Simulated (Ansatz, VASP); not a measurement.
## Two plane-wave programs on Ni

```xyz
1
Lattice="0.0000 1.7592 1.7592 1.7592 0.0000 1.7592 1.7592 1.7592 0.0000" Properties=species:S:1:pos:R:3 pbc="T T T"
Ni    0.0000    0.0000    0.0000
```

Alike in both runs: task single point; functional PBE; k mesh 8 × 8 × 8; occupations gaussian, width 0.1 eV; collinear spin.

|  | VASP | Ansatz |
| --- | --- | --- |
| version | VASP 6.6.1 | Ansatz 0.2.0 |
| potentials or method | VASP PAW PBE potentials, release 64 (Ni), cutoff 600 eV | scalar-relativistic, plane waves, PAW |
| valence electrons in the cell | 10 | 18 |

|  | VASP | Ansatz | Ansatz less VASP |
| --- | --- | --- | --- |
| gap on the k mesh at the Fermi level (eV) | none | none | - |
| pressure (GPa) | 0.1 | 0.3 | +0.20 |
| net moment per atom (μB) | 0.70 | 0.70 | +0.002 |
| size of the moment on the site where the two differ most (μB) | 0.71 | 0.74 | +0.028 |

Site moments also hang on the region over which each program counts them. A gap of «none» marks a metal or a gap that the smearing closes. VASP's potentials hold 10 valence electrons a cell and Ansatz's 18, so a difference there can come from the potentials and not from the codes. Ansatz's warnings: moment headroom below auto.

The k mesh is coarse, so the values compare programs but aren't converged.
